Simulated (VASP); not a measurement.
Here is a VASP 6.6.1 calculation.

INCAR

```
SYSTEM = W
  PREC = Accurate
  ENCUT = 520
  EDIFF = 1E-6
  ISMEAR = -1
  SIGMA = 0.05
  LREAL = .FALSE.
  LASPH = .TRUE.
  NELM = 150
  ALGO = Normal
  ISIF = 2
  LWAVE = .FALSE.
  LCHARG = .FALSE.
  MAGMOM = 0 0 0
  LORBIT = 11
  LSORBIT = .TRUE.
  GGA_COMPAT = .FALSE.
  LORBMOM = .TRUE.
  LMAXMIX = 4
  GGA = PE
  NBANDS = 25
```

KPOINTS

```
Automatic mesh
0
G
  18 18 18
  0 0 0
```

File POSCAR:

```
W
1.0
    0.0000000000      2.0203245345      2.0203245345
    2.0203245345      0.0000000000      2.0203245345
    2.0203245345      2.0203245345      0.0000000000
W
1
Direct
    0.0000000000      0.0000000000      0.0000000000
```

Potentials or basis: VASP PAW PBE potentials, release 64 (W_sv).

Run with:

```bash
$ cat potpaw_PBE.64/W_sv/POTCAR > POTCAR
$ mpirun -np 1 vasp_ncl > vasp.out
```

(1) Predict the net moment.

(2) What does it give for the pressure?

## Answers

(1) 0.00 μB per cell.

(2) 0.9 GPa.
